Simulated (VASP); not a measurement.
# W (Fm-3m) in VASP: further runs

Aim: see how the results for W move with the level of theory and the settings. Levels: PBEsol, LDA, PBE. Tasks: vibrations by perturbation theory, elastic constants.

Everything below comes from runs of VASP 6.6.1. Logs are shortened: lines on timing, memory, paths and dates and some standing lists are left out, and cuts for length are marked.

## 1. The cell of the first run

It takes space group Fm-3m (No. 225, cubic). The conventional cell has a = 4.060 Å, b = 4.060 Å, c = 4.060 Å, α = 90.00°, β = 90.00°, γ = 90.00°. Within 3.8 Å of W (site symmetry m-3m) lie 12 W at 2.87 Å.

## 2. Vibrations by perturbation theory, PBEsol

Input file INCAR:

```
SYSTEM = W
PREC = Accurate ; ENCUT = 520
EDIFF = 1E-8 ; ISMEAR = -1
SIGMA = 0.05 ; LREAL = .False.
LASPH = .True. ; NELM = 100
ALGO = Fast ; ISIF = 2
LWAVE = .False. ; LCHARG = .False.
GGA = PS ; NBANDS = 13
IBRION = 8 ; NSW = 1
```

Input file KPOINTS:

```
Automatic mesh
0
Gamma
  8 8 8
  0 0 0
```

Input file POSCAR:

```
W
1.0
    0.0000000000      2.0300000000      2.0300000000
    2.0300000000      0.0000000000      2.0300000000
    2.0300000000      2.0300000000      0.0000000000
W
1
Direct
    0.0000000000      0.0000000000      0.0000000000
```

Potentials or basis: VASP PAW PBE potentials, release 64 (W_sv).

Command:

```console
cat potpaw_PBE.64/W_sv/POTCAR > POTCAR
mpirun -np 1 vasp_std > vasp.out
```

OUTCAR:

```text
SYSTEM = W
   PREC = Accurate
   ENCUT = 520
   EDIFF = 1E-8
   ISMEAR = -1
   LREAL = .False.
   LASPH = .True.
   NELM = 100
   ISIF = 2
   GGA = PS
   IBRION = 8
   NSW = 1

 ion  position               nearest neighbor table
   1  0.000  0.000  0.000-

  LATTYP: Found a face centered cubic cell.
 ALAT       =     4.0600000000

  Lattice vectors:

 A1 = (   0.0000000000,   2.0300000000,   2.0300000000)
 A2 = (   2.0300000000,   0.0000000000,   2.0300000000)
 A3 = (   2.0300000000,   2.0300000000,   0.0000000000)

Analysis of symmetry for initial positions (statically):
=====================================================================
 Subroutine PRICEL returns:
 Original cell was already a primitive cell.

 Routine SETGRP: Setting up the symmetry group for a
 face centered cubic supercell.

 Subroutine GETGRP returns: Found 48 space group operations
 (whereof 48 operations were pure point group operations)
 out of a pool of 48 trial point group operations.

The static configuration has the point symmetry O_h .

Analysis of symmetry for dynamics (positions and initial velocities):
=====================================================================
 Subroutine PRICEL returns:
 Original cell was already a primitive cell.

 Routine SETGRP: Setting up the symmetry group for a
 face centered cubic supercell.

 Subroutine GETGRP returns: Found 48 space group operations
 (whereof 48 operations were pure point group operations)
 out of a pool of 48 trial point group operations.

The dynamic configuration has the point symmetry O_h .

 Subroutine INISYM returns: Found 48 space group operations
 (whereof 48 operations are pure point group operations),
 and found     1 'primitive' translations

----------------------------------------------------------------------------------------

                                     Primitive cell

  volume of cell :      16.7309
[... 522 lines left out ...]
      8      10.7340      0.00000
      9      14.4596      0.00000
     10      17.7193      0.00000
     11      18.9749      0.00000
     12      25.5903      0.00000
     13      26.6963      0.00000

 [... further k-points ...]
[... 5 lines left out ...]
  --------------------------------------------------------------------------------------
  -------------------------------------------------------------------------------------
  Total       -1.2323291     -1.2323291     -1.2323291      0.0000000     -0.0000000      0.0000000
  in kB     -118.0100980   -118.0100980   -118.0100980      0.0000000     -0.0000000      0.0000000
  external PRESSURE =    -118.0100980 kB  Pullay stress =       0.0000000 kB

 VOLUME and BASIS-vectors are now :
 -----------------------------------------------------------------------------
  energy-cutoff  :      520.00
  volume of cell :       16.73
      direct lattice vectors                 reciprocal lattice vectors
     0.000000000  2.030000000  2.030000000    -0.246305419  0.246305419  0.246305419
     2.030000000  0.000000000  2.030000000     0.246305419 -0.246305419  0.246305419
     2.030000000  2.030000000  0.000000000     0.246305419  0.246305419 -0.246305419

 POSITION                                       TOTAL-FORCE (eV/Angst)
 -----------------------------------------------------------------------------------
      0.00000      0.00000      0.00000         0.000000      0.000000     -0.000000
 -----------------------------------------------------------------------------------
    total drift:                                0.000000      0.000000     -0.000000

  FREE ENERGIE OF THE ION-ELECTRON SYSTEM (eV)
  ---------------------------------------------------
  free  energy   TOTEN  =       -13.2996471448 eV

  energy  without entropy=      -13.2869401426  energy(sigma->0) =      -13.29329364

[... ionic steps 2 to 3 ...]

--------------------------------------- Ionic step        4  -------------------------------------------

 Free energy of the ion-electron system (eV)
  ---------------------------------------------------
  ---------------------------------------------------
  free energy    TOTEN  =        -0.27820412 eV

  energy without entropy =       -0.27820412

------------------------ aborting loop because EDIFF is reached ----------------------------------------

 INTERNAL STRAIN TENSOR  FOR ION    1  DIRECTION 1   (eV/Angst):
 -----------------------------------------------------------------------------
    -0.00653  0.00000 -0.00000
     0.00000  0.02015  0.00000
     0.00000  0.00000  0.02015

 INTERNAL STRAIN TENSOR FOR ION    1 for displacements in x,y,z  (eV/Angst):
          X           Y           Z          XY          YZ          ZX
  --------------------------------------------------------------------------------
  x     0.00000     0.00000     0.00000     0.00000     0.00000     0.00000
  y     0.00000     0.00000     0.00000     0.00000     0.00000     0.00000
  z     0.00000     0.00000     0.00000     0.00000     0.00000     0.00000

 SECOND DERIVATIVES (NOT SYMMETRIZED)
 ------------------------------------
               1X          1Y          1Z
  1X    -0.007127    0.000000    0.000000
  1Y     0.000000   -0.007127    0.000000
  1Z     0.000000    0.000000   -0.007127

 Eigenvectors and eigenvalues of the dynamical matrix
 ----------------------------------------------------

   1 f  =    0.097338 THz     0.611594 2PiTHz    3.246854 cm-1     0.402558 meV
             X         Y         Z           dx          dy          dz
      0.000000  0.000000  0.000000     1.000000    0.000000    0.000000

   2 f  =    0.097338 THz     0.611594 2PiTHz    3.246854 cm-1     0.402558 meV
             X         Y         Z           dx          dy          dz
      0.000000  0.000000  0.000000     0.000000    1.000000    0.000000

   3 f  =    0.097338 THz     0.611594 2PiTHz    3.246854 cm-1     0.402558 meV
             X         Y         Z           dx          dy          dz
      0.000000  0.000000  0.000000     0.000000    0.000000    1.000000

--------------------------------------------------------------------------------------------------------

 ELASTIC MODULI CONTR FROM IONIC RELAXATION (kBar)
 Direction    XX          YY          ZZ          XY          YZ          ZX
 --------------------------------------------------------------------------------
 XX           0.0000      0.0000      0.0000      0.0000      0.0000      0.0000
 YY           0.0000      0.0000      0.0000      0.0000      0.0000      0.0000
 ZZ           0.0000      0.0000      0.0000      0.0000      0.0000      0.0000
 XY           0.0000      0.0000      0.0000      0.0000      0.0000      0.0000
 YZ           0.0000      0.0000      0.0000      0.0000      0.0000      0.0000
 ZX           0.0000      0.0000      0.0000      0.0000      0.0000      0.0000
 --------------------------------------------------------------------------------
```

stdout:

```text
POSCAR found type information on POSCAR W
 POSCAR found :  1 types and       1 ions
 scaLAPACK will be used
 -----------------------------------------------------------------------------
|                                                                             |
|                                                                             |
|     You enforced a specific xc type in the INCAR file but a different       |
|     I HOPE YOU KNOW WHAT YOU ARE DOING!                                     |
|                                                                             |
 -----------------------------------------------------------------------------

 LDA part: xc-table for (Slater+PW92), standard interpolation
 POSCAR, INCAR and KPOINTS ok, starting setup
 FFT: planning ... GRIDC
 FFT: planning ... GRID_SOFT
 FFT: planning ... GRID
 WAVECAR not read
 entering main loop
 Linear response reoptimize wavefunctions to high precision
 Linear response DOF=           1
 Linear response progress:
 first order change of Fermi-energy   0.83590E-04
 force on displaced ion       1 direction 1 :  -0.007   0.000   0.000
 Linear response finished
```

It took 35 s on 1 thread of Intel Xeon 8259CL, shared host; peak memory 0.16 GiB.

Caveat: the PAW data sets were made with another functional, which shifts forces and pressure a little; spin-orbit coupling is left out, which moves the levels of the heavy elements.

[end of part 1 of 2]
